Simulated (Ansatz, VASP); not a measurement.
# GaAs in VASP and in Ansatz

Contents of INCAR:

```
SYSTEM = GaAs
PREC     = Accurate       ! precision mode
ENCUT    = 600            ! plane-wave cutoff, eV
EDIFF    = 1E-7           ! SCF threshold, eV
ISMEAR   = -1             ! smearing method
SIGMA    = 0.05           ! smearing width, eV
LREAL    = .FALSE.        ! projectors in reciprocal space
LASPH    = .TRUE.         ! aspherical terms in the spheres
NELM     = 80             ! most SCF steps
ALGO     = Normal         ! electronic algorithm
ISIF     = 3              ! what is computed and relaxed
LWAVE    = .FALSE.        ! write WAVECAR
LCHARG   = .FALSE.        ! write CHGCAR
GGA      = PE             ! functional
IVDW     = 12             ! dispersion correction
IBRION   = 2              ! ionic algorithm
NSW      = 80             ! ionic steps
EDIFFG   = -0.02          ! ionic threshold
```

The input KPOINTS:

```
Automatic mesh
0
G
  8 8 8
  0 0 0
```

File POSCAR:

```
GaAs
1.0
    0.0000000000      2.8268500000      2.8268500000
    2.8268500000      0.0000000000      2.8268500000
    2.8268500000      2.8268500000      0.0000000000
As Ga
1 1
Direct
    0.7500000000      0.7500000000      0.7500000000
    0.0000000000      0.0000000000      0.0000000000
```

File input.yaml:

```yaml
crystal:
  lattice:
    - [0.0, 2.82685, 2.82685]
    - [2.82685, 0.0, 2.82685]
    - [2.82685, 2.82685, 0.0]
  atoms:
    - { symbol: As, position: [0.75, 0.75, 0.75] }
    - { symbol: Ga, position: [0.0, 0.0, 0.0] }
kpoints:
  mp_grid: { grid: [8, 8, 8] }
scf:
  occupations: { method: fermi_dirac, width: 0.05 }
hamiltonian:
  xc: pbe
  dispersion: d3bj
  pseudopotentials: { kind: all_electron, lapw: { basis_error: 0.001 } }
output:
  forces: true
  stress: true
relax:
  f_tol: 0.02
  max_steps: 60
  cell: {}
```

Alike in both runs: task relaxation of cell and atoms; functional PBE; dispersion D3(BJ); k mesh 8 × 8 × 8; occupations fermi-dirac, width 0.05 eV; no spin polarisation.

|  | VASP | Ansatz |
| --- | --- | --- |
| version | VASP 6.6.1 | Ansatz 0.2.0 |
| potentials or method | VASP PAW PBE potentials, release 64 (As, Ga_d), cutoff 600 eV | all-electron LAPW, scalar-relativistic |

```csv
,VASP,Ansatz,Ansatz less VASP
relaxed volume (Å³/atom),22.90,22.85,-0.057
relaxed cell length with the largest relative difference (Å),4.016,4.013,-0.0033
```

Ansatz ran all-electron here, and VASP with PAW potentials.
